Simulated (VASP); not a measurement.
# Al in VASP: relaxation of the atoms with PBE

Aim: the relaxation of the atoms of Al with PBE.

Program: VASP 6.6.1. These are calculated values, not measurements. Logs are shortened: lines on timing, memory, paths and dates and some standing lists are left out, and cuts for length are marked.

## Step 1: The cell of the first run

The cell holds a slab with vacuum, 6 atoms: a = 2.858 Å, b = 2.858 Å, c = 26.667 Å, α = 90.00°, β = 90.00°, γ = 120.00°.

## Step 2: Relaxation of the atoms, PBE

INCAR reads:

```
SYSTEM = Al
PREC     = Accurate       ! precision mode
ENCUT    = 520            ! plane-wave cutoff, eV
EDIFF    = 1E-6           ! SCF threshold, eV
ISMEAR   = 0              ! smearing method
SIGMA    = 0.1            ! smearing width, eV
LREAL    = .False.        ! projectors in reciprocal space
LASPH    = .True.         ! aspherical terms in the spheres
NELM     = 80             ! most SCF steps
ALGO     = Normal         ! electronic algorithm
ISIF     = 2              ! what is computed and relaxed
LWAVE    = .False.        ! write WAVECAR
LCHARG   = .False.        ! write CHGCAR
LDIPOL   = .True.       
IDIPOL   = 3            
DIPOL    = 0.5 0.5 0.500
GGA      = PE             ! functional
IBRION   = 2              ! ionic algorithm
NSW      = 80             ! ionic steps
EDIFFG   = -0.02          ! ionic threshold
```

KPOINTS reads:

```
regular mesh
0
Gamma
  12 12 1
  0 0 0
```

POSCAR reads:

```
Al
1.0
    2.8577415166      0.0000000000      0.0000000000
   -1.4288707583      2.4748767508      0.0000000000
    0.0000000000      0.0000000000     26.6666808874
Al
6
Direct
    0.6666666667      0.3333333333      0.2812498500
    0.3333333333      0.6666666667      0.3687499100
    0.0000000000      0.0000000000      0.4562499700
    0.6666666667      0.3333333333      0.5437500300
    0.3333333333      0.6666666667      0.6312500900
    0.0000000000      0.0000000000      0.7187501500
```

Potentials or basis: VASP PAW PBE potentials, release 64 (Al).

Command:

```bash
> cat potpaw_PBE.64/Al/POTCAR > POTCAR
> mpirun -np 1 vasp_std > vasp.out
```

OUTCAR:

```text
SYSTEM = Al
   PREC = Accurate
   ENCUT = 520
   EDIFF = 1E-6
   ISMEAR = 0
   LREAL = .False.
   LASPH = .True.
   NELM = 80
   ISIF = 2
   GGA = PE
   IBRION = 2
   NSW = 80
   EDIFFG = -0.02

 ion  position               nearest neighbor table
   1  0.667  0.333  0.281-   2 2.86   2 2.86   2 2.86
   2  0.333  0.667  0.369-   1 2.86   1 2.86   3 2.86   3 2.86   3 2.86   1 2.86
   3  0.000  0.000  0.456-   4 2.86   2 2.86   4 2.86   2 2.86   4 2.86   2 2.86
   4  0.667  0.333  0.544-   5 2.86   3 2.86   5 2.86   3 2.86   3 2.86   5 2.86
   5  0.333  0.667  0.631-   4 2.86   6 2.86   4 2.86   6 2.86   6 2.86   4 2.86
   6  0.000  0.000  0.719-   5 2.86   5 2.86   5 2.86

  LATTYP: Found a hexagonal cell.
 ALAT       =     2.8577415166
 C/A-ratio  =     9.3313830983

  Lattice vectors:

 A1 = (   2.8577415166,   0.0000000000,   0.0000000000)
 A2 = (  -1.4288707583,   2.4748767508,   0.0000000000)
 A3 = (   0.0000000000,   0.0000000000,  26.6666808874)

Analysis of symmetry for initial positions (statically):
=====================================================================
 Subroutine PRICEL returns:
 Original cell was already a primitive cell.

 Routine SETGRP: Setting up the symmetry group for a
 hexagonal supercell.

 Subroutine GETGRP returns: Found 12 space group operations
 (whereof  6 operations were pure point group operations)
 out of a pool of 24 trial point group operations.

The static configuration has the point symmetry C_3v.
 The point group associated with its full space group is D_3d.

Analysis of symmetry for dynamics (positions and initial velocities):
=====================================================================
 Subroutine PRICEL returns:
 Original cell was already a primitive cell.

 Routine SETGRP: Setting up the symmetry group for a
 hexagonal supercell.

 Subroutine GETGRP returns: Found 12 space group operations
 (whereof  6 operations were pure point group operations)
 out of a pool of 24 trial point group operations.

The dynamic configuration has the point symmetry C_3v.
 The point group associated with its full space group is D_3d.

 Subroutine INISYM returns: Found 12 space group operations
 (whereof  6 operations are pure point group operations),
 and found     1 'primitive' translations

----------------------------------------------------------------------------------------

                                     Primitive cell

  volume of cell :     188.6016

  direct lattice vectors                    reciprocal lattice vectors
     2.857741517  0.000000000  0.000000000     0.349926680  0.202030263  0.000000000
    -1.428870758  2.474876751  0.000000000     0.000000000  0.404060525  0.000000000
     0.000000000  0.000000000 26.666680887     0.000000000  0.000000000  0.037499980

  length of vectors
     2.857741517  2.857741517 26.666680887     0.404060525  0.404060525  0.037499980

  position of ions in fractional coordinates (direct lattice)
     0.666666667  0.333333333  0.281249850
     0.333333333  0.666666667  0.368749910
     0.000000000  0.000000000  0.456249970
     0.666666667  0.333333333  0.543750030
     0.333333333  0.666666667  0.631250090
     0.000000000  0.000000000  0.718750150

  ion indices of the primitive-cell ions
   primitive index   ion index
                 1           1
                 2           2
                 3           3
                 4           4
                 5           5
                 6           6

----------------------------------------------------------------------------------------

 KPOINTS: regular mesh

Automatic generation of k-mesh.
 Grid dimensions read from file:
 generate k-points for:   12   12    1

[... 42 lines left out ...]
   dimension x,y,z NGX =    24 NGY =   24 NGZ =  200
   dimension x,y,z NGXF=    48 NGYF=   48 NGZF=  400
   ions per type =               6
   NGX,Y,Z   is equivalent  to a cutoff of  13.96, 13.96, 12.47 a.u.
   NGXF,Y,Z  is equivalent  to a cutoff of  27.92, 27.92, 24.94 a.u.
 SYSTEM =  Al
   PREC   = accura    normal or accurate (medium, high low for compatibility)
   ISTART =      0    job   : 0-new  1-cont  2-samecut
   ICHARG =      2    charge: 1-file 2-atom 10-const
   ISPIN  =      1    spin polarized calculation?
   LNONCOLLINEAR =      F non collinear calculations
   LSORBIT =      F    spin-orbit coupling
   LASPH  =      T    aspherical Exc in radial PAW
   ENCUT  =  520.0 eV  38.22 Ry    6.18 a.u.   5.31  5.31 49.58*2*pi/ulx,y,z
   NELM   =     80;   NELMIN=  2; NELMDL= -5     # of ELM steps
   EDIFF  = 0.1E-05   stopping-criterion for ELM
   LREAL  =      F    real-space projection
   EDIFFG = -.2E-01   stopping-criterion for IOM
   NSW    =     80    number of steps for IOM
   IBRION =      2    ionic relax: 0-MD 1-quasi-New 2-CG
   NFREE  =      1    steps in history (QN), initial steepest desc. (CG)
   ISIF   =      2    stress and relaxation
   ISYM   =      2    0-nonsym 1-usesym 2-fastsym
   POTIM  = 0.5000    time-step for ionic-motion
   TEBEG  =    0.0;   TEEND  =   0.0 temperature during run
   PSTRESS=    0.0 pullay stress
   NELECT =      18.0000    total number of electrons
   NUPDOWN=      -1.0000    fix difference up-down
   EMIN   =  10.00;   EMAX   =-10.00  energy-range for DOS
   EFERMI =   0.00;   METHOD = LEGACY
   ISMEAR =     0;   SIGMA  =   0.10  broadening in eV -4-tet -1-fermi 0-gaus
   EFERMI_NEDOS =   21; number of points for ismear=-14 and -15
   IALGO  =     38    algorithm
   IMIX   =      4    mixing-type and parameters
     AMIX     =   0.40;   BMIX     =  1.00
     AMIX_MAG =   1.60;   BMIX_MAG =  1.00
  volume/ion in A,a.u.               =      31.43       212.12
  Fermi-wavevector in a.u.,A,eV,Ry     =   0.748142  1.413783  7.615398  0.559716
  Thomas-Fermi vector in A             =   1.844361
   LORBIT       =      0    0 simple, 1 ext, 2 COOP (PROOUT), +10 PAW based schemes
   GGA     = PE    functional components
   LHFCALC =     F    Hartree Fock is set to
   AEXX    =    0.0000 exact exchange contribution
   IVDW    =     0    specifies the selected vdW correction
   LEPSILON=     F    determine dielectric tensor
   LRPA    =     F    only Hartree local field effects (RPA)
 conjugate gradient relaxation of ions
 non-spin polarized calculation
 Gauss-broadening in eV      SIGMA  =   0.10
  energy-cutoff  :      520.00
  volume of cell :      188.60
 maximum number of plane-waves:      5111
 NGX is ok and might be reduce to    24
   NGX = 11   NGY = 11   NGZ = 99

--------------------------------------- Ionic step        1  -------------------------------------------

 number of electron      18.0000000 magnetization

 Free energy of the ion-electron system (eV)
  ---------------------------------------------------
  ext. energy  EPLUGINS =         0.00000000
  ---------------------------------------------------
  free energy    TOTEN  =       -21.77350031 eV

  energy without entropy =      -21.75296887  energy(sigma->0) =      -21.76323459

------------------------ aborting loop because EDIFF is reached ----------------------------------------

  FORCE on cell =-STRESS in cart. coord.  units (eV):
  Direction    XX          YY          ZZ          XY          YZ          ZX
  --------------------------------------------------------------------------------------
  -------------------------------------------------------------------------------------
  Total       -0.9277262     -0.9277262     -0.0641174     -0.0000000      0.0000000      0.0000000
  in kB       -7.8810651     -7.8810651     -0.5446798     -0.0000000      0.0000000      0.0000000
  external PRESSURE =      -5.4356033 kB  Pullay stress =       0.0000000 kB
[... 107 lines left out ...]
--------------------------------------- Ionic step        4  -------------------------------------------

 number of electron      18.0000000 magnetization

 dipolmoment           0.000000      0.000000     -0.000000 electrons x Angstroem

------------------------ aborting loop because EDIFF is reached ----------------------------------------

  FORCE on cell =-STRESS in cart. coord.  units (eV):
  Direction    XX          YY          ZZ          XY          YZ          ZX
  --------------------------------------------------------------------------------------
  -------------------------------------------------------------------------------------
  Total       -0.9289802     -0.9289802     -0.1720022      0.0000000     -0.0000000      0.0000000
  in kB       -7.8917180     -7.8917180     -1.4611643      0.0000000     -0.0000000      0.0000000
  external PRESSURE =      -5.7482001 kB  Pullay stress =       0.0000000 kB
[... 27 lines left out ...]
--------------------------------------- Ionic step        5  -------------------------------------------

 number of electron      18.0000000 magnetization

 dipolmoment           0.000000      0.000000      0.000000 electrons x Angstroem

 Free energy of the ion-electron system (eV)
  ---------------------------------------------------
  ext. energy  EPLUGINS =         0.00000000
  ---------------------------------------------------
  free energy    TOTEN  =       -21.77647747 eV

  energy without entropy =      -21.75801660  energy(sigma->0) =      -21.76724703

 E-fermi :   2.2603     XC(G=0):  -6.0532

 val. band max:        2.2565547294   @ k =   0.3333   0.1667   0.0000
 cond. band min:       2.2617112709   @ k =   0.2500   0.2500   0.0000
 fundamental gap:      0.0051565415
 Fermi energy:         2.2602576099

 k-point     1 :       0.0000    0.0000    0.0000
  band No.  band energies     occupation
      1      -8.6146      2.00000
      2      -8.0975      2.00000
      3      -7.2694      2.00000
      4      -6.2006      2.00000
      5      -4.8184      2.00000
      6      -3.1213      2.00000
      7      -1.3957      2.00000
      8       0.6982      2.00000
      9       2.7709      0.00000
     10       4.6586      0.00000
     11       5.7724      0.00000
     12       6.6928      0.00000
     13       6.8537      0.00000
[... 276 lines left out ...]
      2      -0.7979      2.00000
      3      -0.7979      2.00000
      4      -0.3567      2.00000
      5      -0.3567      2.00000
      6      -0.2287      2.00000
      7       0.3117      2.00000
      8       0.5076      2.00000
      9       0.5076      2.00000
     10       0.9932      2.00000
     11       1.6660      2.00000
     12       1.6660      2.00000
     13       3.1131      0.00000

------------------------ aborting loop because EDIFF is reached ----------------------------------------

 vacuum level on the upper side and lower side of the slab       (xc-potential included)        -0.227        -0.227

  FORCE on cell =-STRESS in cart. coord.  units (eV):
  Direction    XX          YY          ZZ          XY          YZ          ZX
  --------------------------------------------------------------------------------------
  -------------------------------------------------------------------------------------
  Total       -0.9391105     -0.9391105     -0.1757488      0.0000000      0.0000000      0.0000000
  in kB       -7.9777749     -7.9777749     -1.4929917      0.0000000      0.0000000      0.0000000
  external PRESSURE =      -5.8161805 kB  Pullay stress =       0.0000000 kB
[... 21 lines left out ...]
  FREE ENERGIE OF THE ION-ELECTRON SYSTEM (eV)
  ---------------------------------------------------
  free  energy   TOTEN  =       -21.7764774650 eV

  energy  without entropy=      -21.7580165962  energy(sigma->0) =      -21.76724703

 reached required accuracy - stopping structural energy minimisation

 vacuum level on the upper side and lower side of the slab         6.169         6.169
```

Wall time 5.1 min (1 thread of Intel Xeon 8259CL, shared host); peak memory 0.34 GiB.

Results:

| Property | Result |
| --- | --- |
| Free energy | -21.7765 eV |
| Energy gained by relaxing | 0.5 meV/atom |
| Ionic steps | 5 |
| Largest force after relaxing | 0.012 eV/Å |
| Band gap on the k mesh | zero (bands 9 and 10 overlap by 3.23 eV) |

Forces in eV/Å, atoms in the order of the input:
```
Al   0.000  0.000  0.012
Al   0.000  0.000  0.005
Al   0.000  0.000 -0.002
Al   0.000  0.000  0.002
Al   0.000  0.000 -0.005
Al   0.000  0.000 -0.012
```

Step by step:
| step | energy change (eV) | largest force (eV/Å) | pressure (GPa) |
| --- | --- | --- | --- |
| 1 | 0.0000 | 0.1231 | -0.54 |
| 2 | -0.0016 | 0.0813 | -0.56 |
| 3 | -0.0027 | 0.0350 | -0.57 |
| 4 | -0.0028 | 0.0254 | -0.57 |
| 5 | -0.0030 | 0.0119 | -0.58 |

Final structure:
```
Al
1.0
     2.85774    0.00000    0.00000
    -1.42887    2.47488    0.00000
     0.00000    0.00000   26.66668
Al
6
Direct
  0.66667 0.33333 0.28092
  0.33333 0.66667 0.36952
  0.00000 0.00000 0.45632
  0.66667 0.33333 0.54368
  0.33333 0.66667 0.63048
  0.00000 0.00000 0.71908
```
